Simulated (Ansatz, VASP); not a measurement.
## LuGa2Os2 in VASP and in Ansatz

INCAR

```
PREC     = Accurate       # precision mode
ENCUT    = 520            # plane-wave cutoff, eV
EDIFF    = 1E-6           # SCF threshold, eV
ISMEAR   = -1             # smearing method
SIGMA    = 0.0497         # smearing width, eV
LREAL    = F              # projectors in reciprocal space
LASPH    = T              # aspherical terms in the spheres
NELM     = 150            # most SCF steps
ALGO     = Normal         # electronic algorithm
ISIF     = 2              # what is computed and relaxed
LWAVE    = F              # write WAVECAR
LCHARG   = T              # write CHGCAR
ISPIN    = 2              # spin polarisation
MAGMOM   = 0.2 0.2 0.2 0.2 0.2 # initial moments
LORBIT   = 11             # projections on sites
LMAXMIX  = 4              # l up to which the mixer works
GGA      = RE             # functional
LELF     = T              # ELF
LVHAR    = T            
NBANDS   = 46             # bands
```

File KPOINTS:

```
Automatic mesh
0
Gamma
  5 5 5
```

File POSCAR:

```
LuGa2Os2
1.0
    0.0000000000      4.2355470000      0.0000000000
    4.2355470000      0.0000000000      0.0000000000
    2.1177740000      2.1177740000     -4.9213030000
Os Lu Ga
2 1 2
Direct
    0.7500000000      0.2500000000      0.5000000000
    0.2500000000      0.7500000000      0.5000000000
    0.0000000000      0.0000000000      0.0000000000
    0.3750000000      0.3750000000      0.2500000000
    0.6250000000      0.6250000000      0.7500000000
```

Input for Ansatz:

```yaml
crystal:
  lattice:
    - [0.0, 4.235547, 0.0]
    - [4.235547, 0.0, 0.0]
    - [2.117774, 2.117774, -4.921303]
  atoms:
    - { symbol: Os, position: [0.75, 0.25, 0.5], spin: 0.2 }
    - { symbol: Os, position: [0.25, 0.75, 0.5], spin: 0.2 }
    - { symbol: Lu, position: [0.0, 0.0, 0.0], spin: 0.2 }
    - { symbol: Ga, position: [0.375, 0.375, 0.25], spin: 0.2 }
    - { symbol: Ga, position: [0.625, 0.625, 0.75], spin: 0.2 }
  symmetry: { tolerance: 0.0003 }
kpoints:
  mp_grid: { grid: [5, 5, 5], shift: [0, 0, 0] }
magnetization:
  spin_polarized: true
scf:
  occupations: { method: fermi_dirac, width: 0.0497 }
hamiltonian:
  pseudopotentials: { kind: paw }
  xc: revpbe
basis:
  ecutwfc: 420
output:
  forces: true
  stress: true
  eigenvalues: true
```

Alike in both runs: task single point; functional revPBE; k mesh 5 × 5 × 5; occupations fermi-dirac, width 0.0497 eV; collinear spin.

|  | VASP | Ansatz |
| --- | --- | --- |
| version | VASP 6.6.1 | Ansatz 0.2.0 |
| potentials or method | VASP PAW PBE potentials, release 64 (Os, Lu, Ga_d), cutoff 520 eV | PAW plane waves |
| valence electrons in the cell | 67 | 83 |

|  | VASP | Ansatz | Ansatz less VASP |
| --- | --- | --- | --- |
| gap on the k mesh at the Fermi level (eV) | none | none | - |
| pressure (GPa) | 5.2 | 5.0 | -0.25 |
| traceless stress, the component that is largest in VASP (GPa) | 1.71 | 1.85 | +0.144 |
| rms of the force components (eV/Å) | 0.257 | 0.258 | +0.0004 |
| net moment per atom (μB) | 0.00 | 0.00 | 0.000 |

VASP's potentials were made for PBE, not for revPBE. Atom by atom the forces differ by 0.000 eV/Å (rms over components). A gap of «none» marks a metal or a gap that the smearing closes. VASP's potentials hold 67 valence electrons a cell and Ansatz's 83, so a difference there can come from the potentials and not from the codes. Ansatz's warnings: seeded moment not kept.

Neither program's run includes spin-orbit coupling.
